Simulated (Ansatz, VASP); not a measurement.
# SrCl2: VASP beside Ansatz

INCAR

```
SYSTEM = SrCl2
PREC     = Accurate       ! precision mode
ENCUT    = 520            ! plane-wave cutoff, eV
EDIFF    = 1E-7           ! SCF threshold, eV
ISMEAR   = 0              ! smearing method
SIGMA    = 0.05           ! smearing width, eV
LREAL    = .False.        ! projectors in reciprocal space
LASPH    = .True.         ! aspherical terms in the spheres
NELM     = 80             ! most SCF steps
ALGO     = Normal         ! electronic algorithm
ISIF     = 2              ! what is computed and relaxed
LWAVE    = .False.        ! write WAVECAR
LCHARG   = .False.        ! write CHGCAR
GGA      = PE             ! functional
NBANDS   = 19             ! bands
```

The input KPOINTS:

```
regular mesh
0
Gamma
  6 6 6
  0 0 0
```

File POSCAR:

```
SrCl2
1.0
    0.0000000000      3.5914037257      3.6495844661
    3.5914037257      0.0000000000      3.6495844661
    3.5914037257      3.5914037257      0.0000000000
Sr Cl
1 2
Direct
    0.0000000000      0.0000000000      0.0000000000
    0.2500000000      0.2500000000      0.2500000000
    0.7500000000      0.7500000000      0.7500000000
```

Input for Ansatz:

```yaml
crystal:
  lattice:
    - [0.0, 3.5914037257, 3.6495844661]
    - [3.5914037257, 0.0, 3.6495844661]
    - [3.5914037257, 3.5914037257, 0.0]
  atoms:
    - { symbol: Sr, position: [0.0, 0.0, 0.0] }
    - { symbol: Cl, position: [0.25, 0.25, 0.25] }
    - { symbol: Cl, position: [0.75, 0.75, 0.75] }
basis:
  ecutwfc: 420
kpoints:
  mp_grid: { grid: [6, 6, 6] }
hamiltonian:
  xc: pbe
scf:
  occupations: { method: gaussian, width: 0.05 }
output:
  forces: true
  stress: true
  eigenvalues: true
```

Alike in both runs: task single point; functional PBE; k mesh 6 × 6 × 6; occupations gaussian, width 0.05 eV; no spin polarisation.

```csv
,VASP,Ansatz
version,VASP 6.6.1,Ansatz 0.2.0
potentials or method,"VASP PAW PBE potentials, release 64 (Sr_sv, Cl), cutoff 520 eV","scalar-relativistic, plane waves, PAW"
valence electrons in the cell,24,24
```

|  | VASP | Ansatz | Ansatz less VASP |
| --- | --- | --- | --- |
| gap on the k mesh at the Fermi level (eV) | 4.91 | 4.91 | +0.002 |
| least direct gap on the mesh (eV) | 5.20 | 5.20 | 0.000 |
| pressure (GPa) | -2.1 | -2.1 | -0.04 |
| traceless stress, the component that is largest in VASP (GPa) | -0.47 | -0.48 | -0.002 |
